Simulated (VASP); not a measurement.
Wanted: the native input for a VASP 6.6.1 run.

- Task: single point
- Functional: LDA
- Potentials or basis: VASP PAW LDA potentials, release 64 (C)
- Cutoff: 520 eV
- k mesh: 18 × 18 × 2
- Occupations: gaussian, width 0.01 eV
- Spin: no spin polarisation
- Dipole correction: no
- Further INCAR settings: ALGO = Normal; EDIFF = 1e-07; NBANDS = 36

The structure of C lies in POSCAR:

```
C
1.0
    2.3959115195      0.0000000000      0.0000000000
   -1.1979557597      2.0749202411      0.0000000000
    0.0000000000      0.0000000000     20.9758258554
C
12
Direct
    0.0000000000      0.0000000000      0.9196808272
    0.3333333333      0.6666666667      0.9196567464
    0.0000000000      0.0000000000      0.7470099202
    0.3333333333      0.6666666667      0.7469858394
    0.6666666667      0.3333333333      0.2530141606
    0.0000000000      0.0000000000      0.2529900798
    0.6666666667      0.3333333333      0.0803432536
    0.0000000000      0.0000000000      0.0803191728
    0.3333333333      0.6666666667      0.5863474939
    0.6666666667      0.3333333333      0.5863234131
    0.3333333333      0.6666666667      0.4136765869
    0.6666666667      0.3333333333      0.4136525061
```

This cell differs from its parent crystal: biaxial strain in the a-b plane: -2.0 %.

One way to write it, as run:

INCAR

```
SYSTEM = C
PREC = Accurate ; ENCUT = 520
EDIFF = 1E-7 ; ISMEAR = 0
SIGMA = 0.01 ; LREAL = .False.
LASPH = .True. ; NELM = 60
ALGO = Normal ; ISIF = 2
LWAVE = .False. ; LCHARG = .False.
NBANDS = 36
```

KPOINTS

```
regular mesh
0
Gamma
  18 18 2
  0 0 0
```

Potentials or basis: VASP PAW LDA potentials, release 64 (C).

The run is started by

```bash
$ cat potpaw_LDA.64/C/POTCAR > POTCAR
$ mpirun -np 1 vasp_std > vasp.out
```

Results of the run:

The pressure is 18.9 GPa.

Caveat: the cell differs from its parent crystal (biaxial strain in the a-b plane: -2.0 %); the cell stands under pressure.

Wall time 2.3 min on 1 thread of AMD EPYC 9R45 96-Core Processor (Zen 5) (shared host), peak memory 0.26 GiB.
